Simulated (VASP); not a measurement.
Write the native input for VASP 6.6.1 that does the following.

```
Task                   : single point
Functional             : PBE
Potentials or basis    : VASP PAW PBE potentials, release 64 (Al, As)
Cutoff                 : 520 eV
k mesh                 : 6 × 6 × 4
Occupations            : gaussian, width 0.1 eV
Spin                   : no spin polarisation
Dipole correction      : no
Further INCAR settings : ALGO = Normal; EDIFF = 1e-07; NBANDS = 18
```

The structure of Al2As3 lies in POSCAR:

```
Al2As3
1.0
    3.7304899723      0.0000000000      0.0000000000
   -1.8652449861      3.2306990846      0.0000000000
    0.0000000000      0.0000000000      8.0495397022
Al As
2 3
Direct
    0.3333333333      0.6666666667      0.1891738801
    0.6666666667      0.3333333333      0.8108261199
    0.0000000000      0.0000000000      0.0000000000
    0.3333333333      0.6666666667      0.6147857009
    0.6666666667      0.3333333333      0.3852142991
```

These files were run (other wordings do the same):

INCAR

```
PREC = Accurate
ENCUT = 520
EDIFF = 1E-7
ISMEAR = 0
SIGMA = 0.1
LREAL = F
LASPH = T
NELM = 60
ALGO = Normal
ISIF = 2
LWAVE = F
LCHARG = F
GGA = PE
NBANDS = 18
```

KPOINTS

```
Automatic mesh
0
Gamma
  6 6 4
```

Potentials or basis: VASP PAW PBE potentials, release 64 (Al, As).

The run is started by

```console
$ cat potpaw_PBE.64/Al/POTCAR potpaw_PBE.64/As/POTCAR > POTCAR
$ mpirun -np 1 vasp_std > vasp.out
```

Results of the run:

```
Pressure               : 0.2 GPa
Largest force          : 0.032 eV/Å
Band gap on the k mesh : zero (an odd number of electrons rules out a gap without spin polarisation)
```

Caveat: an odd number of electrons without spin polarisation forces a metal; a magnetic or distorted state may lie lower.

It took 45 s on 1 thread of Intel(R) Xeon(R) Platinum 8259CL CPU @ 2.50GHz (Skylake/Cascade Lake), with other jobs on the host, peak memory 0.21 GiB.
